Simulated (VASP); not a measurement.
Input of a VASP 6.6.1 run:

File INCAR:

```
SYSTEM = Ti
PREC = Accurate
ENCUT = 520
EDIFF = 1E-6
ISMEAR = 0
SIGMA = 0.15
LREAL = .FALSE.
LASPH = .TRUE.
NELM = 60
ALGO = Fast
ISIF = 2
LWAVE = .FALSE.
LCHARG = .TRUE.
GGA = PS
LELF = .TRUE.
LVHAR = .TRUE.
NBANDS = 25
```

The input KPOINTS:

```
Automatic mesh
0
G
  12 12 14
  0 0 0
```

POSCAR

```
Ti
1.0
    4.6504000000      0.0000000000      0.0000000000
   -2.3252000000      4.0273645378      0.0000000000
    0.0000000000      0.0000000000      2.7423000000
Ti
3
Direct
    0.0000000000      0.0000000000      0.0000000000
    0.3333333333      0.6666666667      0.5000000000
    0.6666666667      0.3333333333      0.5000000000
```

Potentials or basis: VASP PAW PBE potentials, release 64 (Ti_sv).

Run with:

```console
$ cat potpaw_PBE.64/Ti_sv/POTCAR > POTCAR
$ mpirun -np 1 vasp_std > vasp.out
```

(1) Predict the band gap on the k mesh.

(2) What does it give for the pressure?

## Answers

(1) zero (band 18 reaches 8.25 eV, above the bottom of band 19 at 7.94 eV).

(2) -4.2 GPa.

Caveat: the PAW data sets were made with another functional, which shifts forces and pressure a little.
